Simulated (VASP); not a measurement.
A run of VASP 6.6.1 is set up as follows.

File INCAR:

```
PREC     = Accurate       # precision mode
ENCUT    = 500            # plane-wave cutoff, eV
EDIFF    = 1E-7           # SCF threshold, eV
ISMEAR   = 0              # smearing method
SIGMA    = 0.1            # smearing width, eV
LREAL    = False          # projectors in reciprocal space
LASPH    = True           # aspherical terms in the spheres
NELM     = 120            # most SCF steps
ALGO     = Normal         # electronic algorithm
ISIF     = 4              # what is computed and relaxed
LWAVE    = False          # write WAVECAR
LCHARG   = False          # write CHGCAR
GGA      = PE             # functional
IBRION   = 2              # ionic algorithm
NSW      = 50             # ionic steps
EDIFFG   = -0.01          # ionic threshold
GGA_COMPAT= False        
NELMIN   = 4
```

File KPOINTS:

```
regular mesh
0
Gamma
  24 24 24
```

File POSCAR:

```
W
1.0
    0.0000000000      2.2285948820      2.2284135312
    1.5757571582      0.0000000000      2.2284135312
    1.5757571582      2.2285948820      0.0000000000
W
1
Direct
    0.0000000000      0.0000000000      0.0000000000
```

Potentials or basis: VASP PAW PBE potentials, release 64 (W_sv).

Run with:

```sh
$ cat potpaw_PBE.64/W_sv/POTCAR > POTCAR
$ mpirun -np 1 vasp_std > vasp.out
```

(1) Predict the band gap on the k mesh.

Results:

(1) zero (bands 7 and 8 overlap by 6.51 eV).

Caveat: spin-orbit coupling is left out, which moves the levels of the heavy elements.
